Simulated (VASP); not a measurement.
# CdS in VASP: notebook, part 2 of 2

VASP 6.6.1. The steps go on from the part before.

## (3) Single point, PBE (biaxial xy strain -6.0%)

INCAR reads:

```
PREC = Accurate
ENCUT = 630
EDIFF = 1E-6
ISMEAR = -1
SIGMA = 0.02
LREAL = F
LASPH = T
NELM = 120
ALGO = Normal
ISIF = 2
LWAVE = F
LCHARG = F
GGA = PE
NBANDS = 20
GGA_COMPAT = F
```

KPOINTS reads:

```
Automatic mesh
0
Gamma
  8 8 8
```

POSCAR reads:

```
CdS
1.0
    0.0000000000      2.5639879845      2.7267765442
    2.5639879845      0.0000000000      2.7267765442
    2.5639879845      2.5639879845      0.0000000000
Cd S
1 1
Direct
    0.0000000000      0.0000000000      0.0000000000
    0.5000000000      0.5000000000      0.5000000000
```

Potentials or basis: VASP PAW PBE potentials, release 64 (Cd_sv_GW, S).

Run with:

```bash
cat potpaw_PBE.64/Cd_sv_GW/POTCAR potpaw_PBE.64/S/POTCAR > POTCAR
mpirun -np 1 vasp_std > vasp.out
```

OUTCAR:

```text
PREC = Accurate
   ENCUT = 630
   EDIFF = 1E-6
   ISMEAR = -1
   LREAL = F
   LASPH = T
   NELM = 120
   ISIF = 2
   GGA = PE

 ion  position               nearest neighbor table
   1  0.000  0.000  0.000-   2 2.56   2 2.56   2 2.56   2 2.56   2 2.73   2 2.73
   2  0.500  0.500  0.500-   1 2.56   1 2.56   1 2.56   1 2.56   1 2.73   1 2.73

  LATTYP: Found a body centered tetragonal cell.
 ALAT       =     3.6260265814
 C/A-ratio  =     1.5040025124

  Lattice vectors:

 A1 = (  -2.5639879845,   0.0000000000,   2.7267765442)
 A2 = (   2.5639879845,   0.0000000000,   2.7267765442)
 A3 = (   0.0000000000,   2.5639879845,  -2.7267765442)

Analysis of symmetry for initial positions (statically):
=====================================================================
 Subroutine PRICEL returns:
 Original cell was already a primitive cell.

 Routine SETGRP: Setting up the symmetry group for a
 body centered tetragonal supercell.

 Subroutine GETGRP returns: Found 16 space group operations
 (whereof 16 operations were pure point group operations)
 out of a pool of 16 trial point group operations.

The static configuration has the point symmetry D_4h.

Analysis of symmetry for dynamics (positions and initial velocities):
=====================================================================
 Subroutine PRICEL returns:
 Original cell was already a primitive cell.

 Routine SETGRP: Setting up the symmetry group for a
 body centered tetragonal supercell.

 Subroutine GETGRP returns: Found 16 space group operations
 (whereof 16 operations were pure point group operations)
 out of a pool of 16 trial point group operations.

The dynamic configuration has the point symmetry D_4h.

 Subroutine INISYM returns: Found 16 space group operations
 (whereof 16 operations are pure point group operations),
[... 108 lines left out ...]
   NUPDOWN=      -1.0000    fix difference up-down
   EMIN   =  10.00;   EMAX   =-10.00  energy-range for DOS
   EFERMI =   0.00;   METHOD = LEGACY
   ISMEAR =    -1;   SIGMA  =   0.02  broadening in eV -4-tet -1-fermi 0-gaus
   EFERMI_NEDOS =   21; number of points for ismear=-14 and -15
   IALGO  =     38    algorithm
   IMIX   =      4    mixing-type and parameters
     AMIX     =   0.40;   BMIX     =  1.00
     AMIX_MAG =   1.60;   BMIX_MAG =  1.00
  volume/ion in A,a.u.               =      17.93       120.97
  Fermi-wavevector in a.u.,A,eV,Ry     =   1.470829  2.779463 29.433989  2.163337
  Thomas-Fermi vector in A             =   2.586038
   LORBIT       =      0    0 simple, 1 ext, 2 COOP (PROOUT), +10 PAW based schemes
   GGA     = PE    functional components
   LHFCALC =     F    Hartree Fock is set to
   AEXX    =    0.0000 exact exchange contribution
   IVDW    =     0    specifies the selected vdW correction
   LEPSILON=     F    determine dielectric tensor
   LRPA    =     F    only Hartree local field effects (RPA)
 non-spin polarized calculation
  energy-cutoff  :      630.00
  volume of cell :       35.85
 maximum number of plane-waves:      1311
   NGX = 15   NGY = 15   NGZ = 15

 number of electron      25.9999997 magnetization

 Free energy of the ion-electron system (eV)
  ---------------------------------------------------
  ext. energy  EPLUGINS =         0.00000000
  ---------------------------------------------------
  free energy    TOTEN  =        -5.68135220 eV

  energy without entropy =       -5.68104469  energy(sigma->0) =       -5.68119845

 E-fermi :   6.7082     XC(G=0): -11.2221

 val. band max:        6.7033819284   @ k =   0.5000  -0.0000   0.0000
 cond. band min:       7.0063850235   @ k =   0.5000   0.5000   0.0000
 fundamental gap:      0.3030030950
 Fermi energy:         6.7082376657

 k-point     1 :       0.0000    0.0000    0.0000
  band No.  band energies     occupation
      1     -95.4037      2.00000
      2     -56.4761      2.00000
      3     -56.4713      2.00000
      4     -56.4713      2.00000
      5      -7.3997      2.00000
      6      -1.6113      2.00000
[... 541 lines left out ...]
     19      19.3315      0.00000
     20      19.8438      0.00000

 [... further k-points ...]

------------------------ aborting loop because EDIFF is reached ----------------------------------------

  FORCE on cell =-STRESS in cart. coord.  units (eV):
  Direction    XX          YY          ZZ          XY          YZ          ZX
  --------------------------------------------------------------------------------------
  -------------------------------------------------------------------------------------
  Total        4.1561080      4.1561080      2.0280703      0.0000000     -0.0000000     -0.0000000
  in kB      185.7316385    185.7316385     90.6321060      0.0000000     -0.0000000     -0.0000000
  external PRESSURE =     154.0317943 kB  Pullay stress =       0.0000000 kB

 VOLUME and BASIS-vectors are now :
 -----------------------------------------------------------------------------
  energy-cutoff  :      630.00
  volume of cell :       35.85
      direct lattice vectors                 reciprocal lattice vectors
     0.000000000  2.563987985  2.726776544    -0.195008714  0.195008714  0.183366694
     2.563987985  0.000000000  2.726776544     0.195008714 -0.195008714  0.183366694
     2.563987985  2.563987985  0.000000000     0.195008714  0.195008714 -0.183366694

 POSITION                                       TOTAL-FORCE (eV/Angst)
 -----------------------------------------------------------------------------------
      0.00000      0.00000      0.00000        -0.000000      0.000000      0.000000
      2.56399      2.56399      2.72678         0.000000     -0.000000     -0.000000
 -----------------------------------------------------------------------------------
    total drift:                                0.000000     -0.000000     -0.000000

  FREE ENERGIE OF THE ION-ELECTRON SYSTEM (eV)
  ---------------------------------------------------
  free  energy   TOTEN  =        -5.6813521982 eV

  energy  without entropy=       -5.6810446931  energy(sigma->0) =       -5.68119845
```

Run time: 68 s. Hardware: 1 thread of Intel Xeon Platinum 8259CL at 2.50GHz (Skylake/Cascade Lake), shared host; peak memory 0.23 GiB.

What came out:

| Item | Value |
| --- | --- |
| Free energy | -5.6814 eV |
| Pressure | 15.4 GPa |
| Band gap on the k mesh | zero (bands 13 and 14 overlap by 0.11 eV) |

Caveat: the cell differs from its parent crystal (biaxial xy strain -6.0%); the stress differs along the axes, from 9 to 19 GPa; the structure was generated, so it needn't be the stable form of CdS; semilocal functionals underestimate gaps, and a narrow one can read as zero.

The gap in the log of VASP goes by the Fermi energy; the results here count the filled bands.